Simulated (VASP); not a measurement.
# Bi3Mo (Pm-3m) in VASP: notebook, part 2 of 2

VASP 6.6.1. The steps go on from the part before.

**3. Single point, PBE**

This run uses another cell than the first one, of 31.80 Å³/atom.

INCAR

```
SYSTEM = Bi3Mo
PREC = Accurate
ENCUT = 520
EDIFF = 1E-6
ISMEAR = 0
SIGMA = 0.1
LREAL = .False.
LASPH = .True.
NELM = 100
ALGO = Fast
ISIF = 2
LWAVE = .False.
LCHARG = .True.
GGA = PE
LELF = .True.
LVHAR = .True.
NBANDS = 38
```

KPOINTS

```
regular mesh
0
Gamma
  4 4 4
  0 0 0
```

POSCAR

```
Bi3Mo
1.0
    5.0293820400      0.0000000000      0.0000000000
    0.0000000000      5.0293820400      0.0000000000
    0.0000000000      0.0000000000      5.0293820400
Bi Mo
3 1
Direct
    0.0000000000      0.5000000000      0.5000000000
    0.5000000000      0.0000000000      0.5000000000
    0.5000000000      0.5000000000      0.0000000000
    0.0000000000      0.0000000000      0.0000000000
```

Potentials or basis: VASP PAW PBE potentials, release 64 (Bi_d, Mo_sv).

Run with:

```
> cat potpaw_PBE.64/Bi_d/POTCAR potpaw_PBE.64/Mo_sv/POTCAR > POTCAR
> mpirun -np 1 vasp_std > vasp.out
```

It took 47 s on 1 thread of AMD EPYC 7R13 (Zen 3), shared host; peak memory 0.22 GiB.

The run converged. Its results:

```yaml
Free_energy: -18.4762 eV
Pressure: -8.7 GPa
Band_gap_on_the_k_mesh: zero (an odd number of electrons rules out a gap without spin polarisation)
```

Levels at points of the mesh, in eV from the Fermi level:
```
           k point  band 28  band 29  band 30  band 31  band 32  band 33
(0.00, 0.00, 0.00)    -0.24    -0.24    -0.24     0.19     0.80     0.80
(0.50, 0.00, 0.00)    -0.98    -0.48    -0.21     0.03     0.46     0.46
(0.50, 0.50, 0.00)    -1.03    -0.83    -0.11    -0.06     0.15     1.93
(0.50, 0.50, 0.50)     0.10     0.10     0.15     0.15     0.15     3.50
```

Caveat: the cell stands under tension; spin-orbit coupling is left out, which moves the levels of the heavy elements.

**4. Relaxation of cell and atoms, PBE**

This run uses another cell than the first one, of 31.80 Å³/atom.

INCAR

```
PREC = Accurate ; ENCUT = 600
EDIFF = 1E-6 ; ISMEAR = 0
SIGMA = 0.1 ; LREAL = False
LASPH = True ; NELM = 80
ALGO = Fast ; ISIF = 3
LWAVE = False ; LCHARG = False
GGA = PE ; IBRION = 2
NSW = 90 ; EDIFFG = -0.04
```

KPOINTS

```
Automatic mesh
0
Gamma
  4 4 4
```

POSCAR is that of step 3.

Potentials or basis: VASP PAW PBE potentials, release 64 (Bi_d, Mo_sv).

Run with:

```
> cat potpaw_PBE.64/Bi_d/POTCAR potpaw_PBE.64/Mo_sv/POTCAR > POTCAR
> mpirun -np 1 vasp_std > vasp.out
```

OUTCAR:

```text
PREC = Accurate
   ENCUT = 600
   EDIFF = 1E-6
   ISMEAR = 0
   LREAL = False
   LASPH = True
   NELM = 80
   ISIF = 3
   GGA = PE
   IBRION = 2
   NSW = 90
   EDIFFG = -0.04

 ion  position               nearest neighbor table
   1  0.000  0.500  0.500-   2 3.56   3 3.56   4 3.56   3 3.56   4 3.56   2 3.56   4 3.56   4 3.56
                             2 3.56   3 3.56   3 3.56   2 3.56
   2  0.500  0.000  0.500-   1 3.56   3 3.56   4 3.56   3 3.56   4 3.56   1 3.56   3 3.56   3 3.56
                             1 3.56   4 3.56   4 3.56   1 3.56
   3  0.500  0.500  0.000-   1 3.56   2 3.56   4 3.56   1 3.56   2 3.56   2 3.56   4 3.56   2 3.56
                             1 3.56   4 3.56   1 3.56   4 3.56
   4  0.000  0.000  0.000-   1 3.56   2 3.56   3 3.56   1 3.56   2 3.56   1 3.56   3 3.56   1 3.56
                             2 3.56   3 3.56   2 3.56   3 3.56

[... 181 lines left out ...]
  -------------------------------------------------------------------------------------
  Total       -6.8228167     -6.8228167     -6.8228167      0.0000000     -0.0000000      0.0000000
  in kB      -85.9271497    -85.9271497    -85.9271497      0.0000000     -0.0000000      0.0000000
  external PRESSURE =     -85.9271497 kB  Pullay stress =       0.0000000 kB
[... 63 lines left out ...]
--------------------------------------- Ionic step        3  -------------------------------------------

 number of electron      59.0000014 magnetization

 Free energy of the ion-electron system (eV)
  ---------------------------------------------------
  ext. energy  EPLUGINS =         0.00000000
  ---------------------------------------------------
  free energy    TOTEN  =       -19.13431194 eV

  energy without entropy =      -19.05936411  energy(sigma->0) =      -19.09683803

 E-fermi :   8.8754     XC(G=0): -10.9267

 val. band max:        8.8631832529   @ k =   0.5000   0.2500   0.0000
 cond. band min:       8.8846509948   @ k =   0.5000   0.5000   0.2500
 fundamental gap:      0.0214677419
 Fermi energy:         8.8754073624

 k-point     1 :       0.0000    0.0000    0.0000
  band No.  band energies     occupation
      1     -51.8515      2.00000
      2     -25.9381      2.00000
      3     -25.9381      2.00000
      4     -25.9381      2.00000
      5     -14.1702      2.00000
      6     -14.1702      2.00000
[... 400 lines left out ...]
  FREE ENERGIE OF THE ION-ELECTRON SYSTEM (eV)
  ---------------------------------------------------
  free  energy   TOTEN  =       -19.1343119438 eV

  energy  without entropy=      -19.0593641119  energy(sigma->0) =      -19.09683803

 reached required accuracy - stopping structural energy minimisation
```

It took 2.3 min on 1 thread of AMD EPYC 7R13 (Zen 3), shared host; peak memory 0.24 GiB.

Results:

```
Free energy                           : -19.1343 eV
Relaxed volume                        : 26.61 Å³/atom
Relaxed cell                          : a = 4.739 Å, b = 4.739 Å, c = 4.739 Å, α = 90.00°, β = 90.00°, γ = 90.00°
Space group after relaxing (to 0.1 Å) : Pm-3m (No. 221)
Energy gained by relaxing             : 164.6 meV/atom
Ionic steps                           : 3
Pressure after relaxing               : 0.0 GPa
Band gap on the k mesh                : zero (an odd number of electrons rules out a gap without spin polarisation)
```

The path:
```
step  energy change (eV)  largest force (eV/Å)  pressure (GPa)  volume (Å³)
   1              0.0000                0.0000           -8.59       127.22
   2             -0.5000                0.0000            6.79        98.32
   3             -0.6584                0.0000           -0.04       106.46
```

Final structure:
```
CELL_PARAMETERS angstrom
4.73940 0.00000 0.00000
0.00000 4.73940 0.00000
0.00000 0.00000 4.73940
ATOMIC_POSITIONS crystal
Bi 0.00000 0.50000 0.50000
Bi 0.50000 0.00000 0.50000
Bi 0.50000 0.50000 0.00000
Mo 0.00000 0.00000 0.00000
```

Caveat: the volume moved by over 15 % at a fixed basis, so the end points are rough; spin-orbit coupling is left out, which moves the levels of the heavy elements.

**5. Single point, PBE, collinear spin**

INCAR

```
PREC = Accurate ; ENCUT = 520
EDIFF = 1E-6 ; ISMEAR = 0
SIGMA = 0.1 ; LREAL = False
LASPH = True ; NELM = 150
ALGO = Fast ; ISIF = 2
LWAVE = False ; LCHARG = False
ISPIN = 2 ; MAGMOM = 0 0 0 1
LORBIT = 11 ; LMAXMIX = 4
GGA = PE ; NBANDS = 42
```

KPOINTS is that of step 4.

POSCAR

```
Bi3Mo
1.0
    4.7387131346      0.0000000000      0.0000000000
    0.0000000000      4.7387131346      0.0000000000
    0.0000000000      0.0000000000      4.7387131346
Bi Mo
3 1
Direct
    0.0000000000      0.5000000000      0.5000000000
    0.5000000000      0.0000000000      0.5000000000
    0.5000000000      0.5000000000      0.0000000000
    0.0000000000      0.0000000000      0.0000000000
```

Run with:

```
> cat potpaw_PBE.64/Bi_d/POTCAR potpaw_PBE.64/Mo_sv/POTCAR > POTCAR
> mpirun -np 1 vasp_std > vasp.out
```

It took 83 s on 1 thread of AMD EPYC 7R13 (Zen 3), shared host; peak memory 0.24 GiB.

The run converged. Its results:

* Free energy: -19.7199 eV
* Pressure: 2.8 GPa
* Net moment: 3.05 μB per cell
* Site moments: Bi -0.06; Mo +2.76 μB
* Valence electrons inside the program's atomic spheres: Bi 12.81; Mo 12.14

Levels at points of the mesh, in eV from the Fermi level:
Spin up:
| k point | band 29 | band 30 | band 31 | band 32 | band 33 | band 34 |
| --- | --- | --- | --- | --- | --- | --- |
| (0.00, 0.00, 0.00) | -1.43 | -1.43 | -0.37 | 0.73 | 0.73 | 0.73 |
| (0.50, 0.00, 0.00) | -1.46 | -1.15 | -0.70 | -0.22 | -0.22 | 2.09 |
| (0.50, 0.50, 0.00) | -1.32 | -1.27 | -1.23 | -0.90 | 1.75 | 1.75 |
| (0.50, 0.50, 0.50) | -1.12 | -0.85 | -0.85 | -0.85 | 4.21 | 4.21 |
Spin down:
```csv
k point,band 25,band 26,band 27,band 28,band 29,band 30,band 31,band 32
"(0.00, 0.00, 0.00)",-4.32,0.36,0.36,0.36,0.41,0.41,0.50,0.62
"(0.50, 0.00, 0.00)",-2.39,-2.29,-1.45,-1.45,-0.67,0.40,0.89,0.97
"(0.50, 0.50, 0.00)",-2.24,-2.24,-1.25,-1.24,-1.24,0.62,0.65,1.02
"(0.50, 0.50, 0.50)",-4.79,-4.79,0.00,1.04,1.04,1.10,1.10,1.10
```

Caveat: spin-orbit coupling is left out, which moves the levels of the heavy elements.

**6. Summary**

```csv
task,spin,cell,cutoff (eV),gap on the mesh (eV),pressure (GPa)
single point,off,"a = 4.739 Å, 4 atoms",520,none,-0.1
single point,off,"a = 5.029 Å, 4 atoms",520,none,-8.7
relaxation of cell and atoms,off,"relaxed from a = 5.029 Å, 4 atoms",600,none,0.0
single point,collinear,"a = 4.739 Å, 4 atoms",520,none,2.8
```

Alike in all rows: level PBE; potentials or basis VASP PAW PBE potentials, release 64 (Bi_d, Mo_sv); k mesh 4 × 4 × 4; smearing gaussian 0.1 eV.

Caveats: spin-orbit coupling is left out, which moves the levels of the heavy elements; the cell stands under tension (at least some runs); the volume moved by over 15 % at a fixed basis, so the end points are rough (at least some runs).

Total energies depend on the potentials used, so only differences within one code and one set of settings carry meaning.
